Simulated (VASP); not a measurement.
# Cu in VASP: single point with PBE

Aim: the single point of Cu with PBE.

Program: VASP 6.6.1. These are calculated values, not measurements. Logs are shortened: lines on timing, memory, paths and dates and some standing lists are left out, and cuts for length are marked.

## 1. The cell of the first run

The cell holds a slab with vacuum, 11 atoms: a = 2.556 Å, b = 2.556 Å, c = 32.075 Å, α = 90.00°, β = 90.00°, γ = 90.00°.

## 2. Single point, PBE

Contents of INCAR:

```
PREC = Accurate
ENCUT = 520
EDIFF = 1E-6
ISMEAR = 0
SIGMA = 0.1
LREAL = F
LASPH = T
NELM = 80
ALGO = Normal
ISIF = 2
LWAVE = F
LCHARG = F
LDIPOL = T
IDIPOL = 3
DIPOL = 0.5 0.5 0.500
GGA = PE
NBANDS = 72
```

Contents of KPOINTS:

```
regular mesh
0
Gamma
  15 15 1
```

Contents of POSCAR:

```
Cu
1.0
    2.5561910000      0.0000000000      0.0000000000
    0.0000000000      2.5561910000      0.0000000000
    0.0000000000      0.0000000000     32.0750000000
Cu
11
Direct
    1.0000000000      0.0000000000      0.2163460000
    0.5000000000      0.5000000000      0.2715440000
    1.0000000000      0.0000000000      0.3288270000
    0.5000000000      0.5000000000      0.3859640000
    0.0000000000      0.0000000000      0.4430170000
    0.5000000000      0.5000000000      0.5000000000
    0.0000000000      0.0000000000      0.5569830000
    0.5000000000      0.5000000000      0.6140360000
    1.0000000000      0.0000000000      0.6711730000
    0.5000000000      0.5000000000      0.7284560000
    1.0000000000      0.0000000000      0.7836540000
```

Potentials or basis: VASP PAW PBE potentials, release 64 (Cu).

Run with:

```sh
cat potpaw_PBE.64/Cu/POTCAR > POTCAR
mpirun -np 1 vasp_std > vasp.out
```

OUTCAR:

```text
PREC = Accurate
   ENCUT = 520
   EDIFF = 1E-6
   ISMEAR = 0
   LREAL = F
   LASPH = T
   NELM = 80
   ISIF = 2
   GGA = PE

 ion  position               nearest neighbor table
   1  0.000  0.000  0.216-   2 2.53   2 2.53   2 2.53   2 2.53
   2  0.500  0.500  0.272-   1 2.53   1 2.53   1 2.53   1 2.53   3 2.58   3 2.58   3 2.58   3 2.58

   3  0.000  0.000  0.329-   4 2.57   4 2.57   4 2.57   4 2.57   2 2.58   2 2.58   2 2.58   2 2.58

   4  0.500  0.500  0.386-   5 2.57   5 2.57   5 2.57   5 2.57   3 2.57   3 2.57   3 2.57   3 2.57

   5  0.000  0.000  0.443-   6 2.57   6 2.57   6 2.57   6 2.57   4 2.57   4 2.57   4 2.57   4 2.57

   6  0.500  0.500  0.500-   5 2.57   7 2.57   5 2.57   7 2.57   5 2.57   7 2.57   5 2.57   7 2.57

   7  0.000  0.000  0.557-   6 2.57   6 2.57   6 2.57   6 2.57   8 2.57   8 2.57   8 2.57   8 2.57

   8  0.500  0.500  0.614-   7 2.57   7 2.57   7 2.57   7 2.57   9 2.57   9 2.57   9 2.57   9 2.57

   9  0.000  0.000  0.671-   8 2.57   8 2.57   8 2.57   8 2.57  10 2.58  10 2.58  10 2.58  10 2.58

  10  0.500  0.500  0.728-  11 2.53  11 2.53  11 2.53  11 2.53   9 2.58   9 2.58   9 2.58   9 2.58

  11  0.000  0.000  0.784-  10 2.53  10 2.53  10 2.53  10 2.53

  LATTYP: Found a simple tetragonal cell.
 ALAT       =     2.5561910000
 C/A-ratio  =    12.5479668773

  Lattice vectors:

 A1 = (   2.5561910000,   0.0000000000,   0.0000000000)
 A2 = (   0.0000000000,   2.5561910000,   0.0000000000)
 A3 = (   0.0000000000,   0.0000000000,  32.0750000000)

Analysis of symmetry for initial positions (statically):
=====================================================================
 Subroutine PRICEL returns:
 Original cell was already a primitive cell.

 Routine SETGRP: Setting up the symmetry group for a
 simple tetragonal supercell.

 Subroutine GETGRP returns: Found 16 space group operations
 (whereof 16 operations were pure point group operations)
 out of a pool of 16 trial point group operations.

The static configuration has the point symmetry D_4h.

Analysis of symmetry for dynamics (positions and initial velocities):
=====================================================================
 Subroutine PRICEL returns:
 Original cell was already a primitive cell.

 Routine SETGRP: Setting up the symmetry group for a
 simple tetragonal supercell.

 Subroutine GETGRP returns: Found 16 space group operations
 (whereof 16 operations were pure point group operations)
 out of a pool of 16 trial point group operations.

The dynamic configuration has the point symmetry D_4h.

 Subroutine INISYM returns: Found 16 space group operations
 (whereof 16 operations are pure point group operations),
 and found     1 'primitive' translations

----------------------------------------------------------------------------------------

                                     Primitive cell

  volume of cell :     209.5817

  direct lattice vectors                    reciprocal lattice vectors
     2.556191000  0.000000000  0.000000000     0.391207073  0.000000000  0.000000000
     0.000000000  2.556191000  0.000000000     0.000000000  0.391207073  0.000000000
     0.000000000  0.000000000 32.075000000     0.000000000  0.000000000  0.031176929

  length of vectors
     2.556191000  2.556191000 32.075000000     0.391207073  0.391207073  0.031176929

  position of ions in fractional coordinates (direct lattice)
     0.000000000  0.000000000  0.216346000
     0.500000000  0.500000000  0.271544000
     0.000000000  0.000000000  0.328827000
     0.500000000  0.500000000  0.385964000
     0.000000000  0.000000000  0.443017000
     0.500000000  0.500000000  0.500000000
     0.000000000  0.000000000  0.556983000
     0.500000000  0.500000000  0.614036000
     0.000000000  0.000000000  0.671173000
     0.500000000  0.500000000  0.728456000
     0.000000000  0.000000000  0.783654000

  ion indices of the primitive-cell ions
   primitive index   ion index
                 1           1
                 2           2
                 3           3
                 4           4
                 5           5
                 6           6
                 7           7
                 8           8
                 9           9
                10          10
                11          11

----------------------------------------------------------------------------------------

 KPOINTS: regular mesh

Automatic generation of k-mesh.
 Grid dimensions read from file:
 generate k-points for:   15   15    1

 Generating k-lattice:

  Cartesian coordinates                     Fractional coordinates (reciprocal lattice)
     0.026080472  0.000000000  0.000000000     0.066666667  0.000000000  0.000000000
     0.000000000  0.026080472  0.000000000     0.000000000  0.066666667  0.000000000
     0.000000000  0.000000000  0.031176929     0.000000000  0.000000000  1.000000000

  Length of vectors
     0.026080472  0.026080472  0.031176929

  Shift w.r.t. Gamma in fractional coordinates (k-lattice)
     0.000000000  0.000000000  0.000000000

 Subroutine IBZKPT returns following result:
 ===========================================

 Found     36 irreducible k-points:

 Following reciprocal coordinates:
            Coordinates               Weight
  0.000000  0.000000  0.000000      1.000000
  0.066667  0.000000  0.000000      4.000000
  0.133333  0.000000  0.000000      4.000000
  0.200000  0.000000  0.000000      4.000000
  0.266667  0.000000  0.000000      4.000000
  0.333333  0.000000  0.000000      4.000000
[... 16 lines left out ...]
  0.266667  0.200000  0.000000      8.000000
  0.333333  0.200000  0.000000      8.000000
 [... further k-points ...]
   k-points           NKPTS =     36   k-points in BZ     NKDIM =     36   number of bands    NBANDS=     72
   number of dos      NEDOS =    301   number of ions     NIONS =     11
   total plane-waves  NPLWV =  96000
   dimension x,y,z NGX =    20 NGY =   20 NGZ =  240
   dimension x,y,z NGXF=    40 NGYF=   40 NGZF=  480
   ions per type =              11
   NGX,Y,Z   is equivalent  to a cutoff of  13.01, 13.01, 12.44 a.u.
   NGXF,Y,Z  is equivalent  to a cutoff of  26.01, 26.01, 24.88 a.u.
 SYSTEM =  unknown system
   PREC   = accura    normal or accurate (medium, high low for compatibility)
   ISTART =      0    job   : 0-new  1-cont  2-samecut
   ICHARG =      2    charge: 1-file 2-atom 10-const
   ISPIN  =      1    spin polarized calculation?
   LNONCOLLINEAR =      F non collinear calculations
   LSORBIT =      F    spin-orbit coupling
   LASPH  =      T    aspherical Exc in radial PAW
   ENCUT  =  520.0 eV  38.22 Ry    6.18 a.u.   4.75  4.75 59.64*2*pi/ulx,y,z
   NELM   =     80;   NELMIN=  2; NELMDL= -5     # of ELM steps
   EDIFF  = 0.1E-05   stopping-criterion for ELM
   LREAL  =      F    real-space projection
   EDIFFG = 0.1E-04   stopping-criterion for IOM
   NSW    =      0    number of steps for IOM
   IBRION =     -1    ionic relax: 0-MD 1-quasi-New 2-CG
   NFREE  =      0    steps in history (QN), initial steepest desc. (CG)
   ISIF   =      2    stress and relaxation
   ISYM   =      2    0-nonsym 1-usesym 2-fastsym
   POTIM  = 0.5000    time-step for ionic-motion
   TEBEG  =    0.0;   TEEND  =   0.0 temperature during run
   PSTRESS=    0.0 pullay stress
   NELECT =     121.0000    total number of electrons
   NUPDOWN=      -1.0000    fix difference up-down
   EMIN   =  10.00;   EMAX   =-10.00  energy-range for DOS
   EFERMI =   0.00;   METHOD = LEGACY
   ISMEAR =     0;   SIGMA  =   0.10  broadening in eV -4-tet -1-fermi 0-gaus
   EFERMI_NEDOS =   21; number of points for ismear=-14 and -15
   IALGO  =     38    algorithm
   IMIX   =      4    mixing-type and parameters
     AMIX     =   0.40;   BMIX     =  1.00
     AMIX_MAG =   1.60;   BMIX_MAG =  1.00
  volume/ion in A,a.u.               =      19.05       128.58
  Fermi-wavevector in a.u.,A,eV,Ry     =   1.363177  2.576031 25.283041  1.858251
  Thomas-Fermi vector in A             =   2.489602
   LORBIT       =      0    0 simple, 1 ext, 2 COOP (PROOUT), +10 PAW based schemes
   GGA     = PE    functional components
   LHFCALC =     F    Hartree Fock is set to
   AEXX    =    0.0000 exact exchange contribution
   IVDW    =     0    specifies the selected vdW correction
   LEPSILON=     F    determine dielectric tensor
   LRPA    =     F    only Hartree local field effects (RPA)
 non-spin polarized calculation
 Gauss-broadening in eV      SIGMA  =   0.10
  energy-cutoff  :      520.00
  volume of cell :      209.58
 maximum number of plane-waves:      5689
 NGX is ok and might be reduce to    20
   NGX =  9   NGY =  9   NGZ =119

 number of electron     120.9999813 magnetization

 dipolmoment           0.000000      0.000000      0.000000 electrons x Angstroem

 Free energy of the ion-electron system (eV)
  ---------------------------------------------------
  ext. energy  EPLUGINS =         0.00000000
  ---------------------------------------------------
  free energy    TOTEN  =       -39.84137685 eV

  energy without entropy =      -39.82151415  energy(sigma->0) =      -39.83144550

 E-fermi :   3.0157     XC(G=0):  -8.5121

 val. band max:        3.0135849818   @ k =   0.2667   0.2000   0.0000
 cond. band min:       3.0215180313   @ k =   0.4000   0.3333   0.0000
 fundamental gap:      0.0079330494
 Fermi energy:         3.0157455259

 k-point     1 :       0.0000    0.0000    0.0000
  band No.  band energies     occupation
      1      -6.1726      2.00000
      2      -5.9042      2.00000
      3      -5.4815      2.00000
      4      -4.8939      2.00000
      5      -4.1595      2.00000
      6      -3.3464      2.00000
[... 64 lines left out ...]
     71      10.4274      0.00000
     72      10.5488      0.00000
[... 1723 lines left out ...]
     71       9.2985      0.00000
     72       9.4120      0.00000

 [... further k-points ...]

------------------------ aborting loop because EDIFF is reached ----------------------------------------

 vacuum level on the upper side and lower side of the slab       (xc-potential included)        -0.154        -0.154

  FORCE on cell =-STRESS in cart. coord.  units (eV):
  Direction    XX          YY          ZZ          XY          YZ          ZX
  --------------------------------------------------------------------------------------
  -------------------------------------------------------------------------------------
  Total       -0.6288076     -0.6288076      0.3766506      0.0000000     -0.0000000      0.0000000
  in kB       -4.8070110     -4.8070110      2.8793604      0.0000000     -0.0000000      0.0000000
  external PRESSURE =      -2.2448872 kB  Pullay stress =       0.0000000 kB

 VOLUME and BASIS-vectors are now :
 -----------------------------------------------------------------------------
  energy-cutoff  :      520.00
  volume of cell :      209.58
      direct lattice vectors                 reciprocal lattice vectors
     2.556191000  0.000000000  0.000000000     0.391207073  0.000000000  0.000000000
     0.000000000  2.556191000  0.000000000     0.000000000  0.391207073  0.000000000
     0.000000000  0.000000000 32.075000000     0.000000000  0.000000000  0.031176929

 POSITION                                       TOTAL-FORCE (eV/Angst)
 -----------------------------------------------------------------------------------
      0.00000      0.00000      6.93930        -0.000000     -0.000000     -0.028496
      1.27810      1.27810      8.70977        -0.000000      0.000000      0.002760
      0.00000      0.00000     10.54713         0.000000      0.000000      0.000511
      1.27810      1.27810     12.37980        -0.000000     -0.000000     -0.000783
      0.00000      0.00000     14.20977        -0.000000     -0.000000      0.002199
      1.27810      1.27810     16.03750         0.000000      0.000000      0.000000
      0.00000      0.00000     17.86523        -0.000000      0.000000     -0.002199
      1.27810      1.27810     19.69520         0.000000     -0.000000      0.000783
      0.00000      0.00000     21.52787         0.000000      0.000000     -0.000511
      1.27810      1.27810     23.36523         0.000000      0.000000     -0.002760
      0.00000      0.00000     25.13570         0.000000      0.000000      0.028496
 -----------------------------------------------------------------------------------
    total drift:                               -0.000000      0.000000      0.000000

  FREE ENERGIE OF THE ION-ELECTRON SYSTEM (eV)
  ---------------------------------------------------
  free  energy   TOTEN  =       -39.8413768533 eV

  energy  without entropy=      -39.8215141512  energy(sigma->0) =      -39.83144550

 vacuum level on the upper side and lower side of the slab         7.405         7.405
```

Run time: 8.3 min. Hardware: 1 thread of Intel Xeon 6975P-C (Granite Rapids), shared host; peak memory 0.51 GiB.

Results:

| Property | Result |
| --- | --- |
| Free energy | -39.8414 eV |
| Largest force | 0.028 eV/Å |

Forces in eV/Å, atoms in the order of the input:
```
Cu   0.000  0.000 -0.028
Cu   0.000  0.000  0.003
Cu   0.000  0.000  0.001
Cu   0.000  0.000 -0.001
Cu   0.000  0.000  0.002
Cu   0.000  0.000  0.000
Cu   0.000  0.000 -0.002
Cu   0.000  0.000  0.001
Cu   0.000  0.000 -0.001
Cu   0.000  0.000 -0.003
Cu   0.000  0.000  0.028
```

Levels at points of the mesh, in eV from the Fermi level:
| k point | band 58 | band 59 | band 60 | band 61 | band 62 | band 63 | band 64 | band 65 |
| --- | --- | --- | --- | --- | --- | --- | --- | --- |
| (0.00, 0.00, 0.00) | -1.50 | -1.50 | -1.48 | -1.48 | -1.46 | -1.46 | -1.19 | -0.14 |
